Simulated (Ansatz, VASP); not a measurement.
**MoS2: VASP beside Ansatz**

```
CELL_PARAMETERS angstrom
3.14156 0.00000 0.00000
-1.57078 2.72067 0.00000
0.00000 0.00000 12.57719
ATOMIC_POSITIONS crystal
Mo 0.33333 0.66667 0.25000
Mo 0.66667 0.33333 0.75000
S 0.33333 0.66667 0.62602
S 0.66667 0.33333 0.12602
S 0.33333 0.66667 0.87398
S 0.66667 0.33333 0.37398
```

Alike in both runs: functional PBEsol; k mesh 8 × 8 × 2; occupations gaussian, width 0.1 eV; collinear spin.

Ansatz relaxed the structure, and its values are those at the end. VASP's run is a single point on that final structure, the one shown.

|  | VASP | Ansatz |
| --- | --- | --- |
| version | VASP 6.6.1 | Ansatz 0.2.0 |
| potentials or method | VASP PAW PBE potentials, release 64 (Mo_sv, S), cutoff 520 eV | plane-wave PAW, scalar-relativistic |
| valence electrons in the cell | 52 | 52 |

```csv
,VASP,Ansatz,Ansatz less VASP
gap on the k mesh at the Fermi level (eV),1.10,1.08,-0.015
pressure (GPa),0.0,0.0,+0.03
net moment per atom (μB),0.00,0.00,0.000
```

VASP's potentials were made for PBE, not for PBEsol, and Ansatz warns of the same on its side. The functional is the same, so the differences come from potentials, cutoffs and numerics. Ansatz's warnings: moment headroom below auto, seeded moment not kept.
